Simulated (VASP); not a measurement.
Set up this calculation in VASP 6.6.1, as the native input.

```
Task                   : single point
Functional             : PBEsol
Potentials or basis    : VASP PAW PBE potentials, release 64 (Hf_pv)
Cutoff                 : 520 eV
k mesh                 : 18 × 18 × 18
Occupations            : gaussian, width 0.15 eV
Spin                   : no spin polarisation
Dipole correction      : no
Further INCAR settings : ALGO = Normal; EDIFF = 1e-07; NBANDS = 11
```

The structure of Hf lies in POSCAR:

```
Hf
1.0
   -1.7508500000      1.7508500000      1.7508500000
    1.7508500000     -1.7508500000      1.7508500000
    1.7508500000      1.7508500000     -1.7508500000
Hf
1
Direct
    0.0000000000      0.0000000000      0.0000000000
```

This cell differs from its parent crystal: strain -0.030 along x and y, -0.030 along z.

One way to write it, as run:

INCAR

```
PREC = Accurate
ENCUT = 520
EDIFF = 1E-7
ISMEAR = 0
SIGMA = 0.15
LREAL = False
LASPH = True
NELM = 60
ALGO = Normal
ISIF = 2
LWAVE = False
LCHARG = False
GGA = PS
NBANDS = 11
```

KPOINTS

```
Automatic mesh
0
Gamma
  18 18 18
```

Potentials or basis: VASP PAW PBE potentials, release 64 (Hf_pv).

The run is started by

```bash
$ cat potpaw_PBE.64/Hf_pv/POTCAR > POTCAR
$ mpirun -np 1 vasp_std > vasp.out
```

It gave:

The pressure is -1.2 GPa and the band gap on the k mesh is zero (band 5 reaches 6.24 eV, above the bottom of band 6 at 4.00 eV).

Caveat: the cell differs from its parent crystal (strain -0.030 along x and y, -0.030 along z); the PAW data sets were made with another functional, which shifts forces and pressure a little; spin-orbit coupling is left out, which moves the levels of the heavy elements.

Wall time 11 s on 1 thread of Intel(R) Xeon(R) 6975P-C (Granite Rapids), on a shared host, peak memory 0.17 GiB.
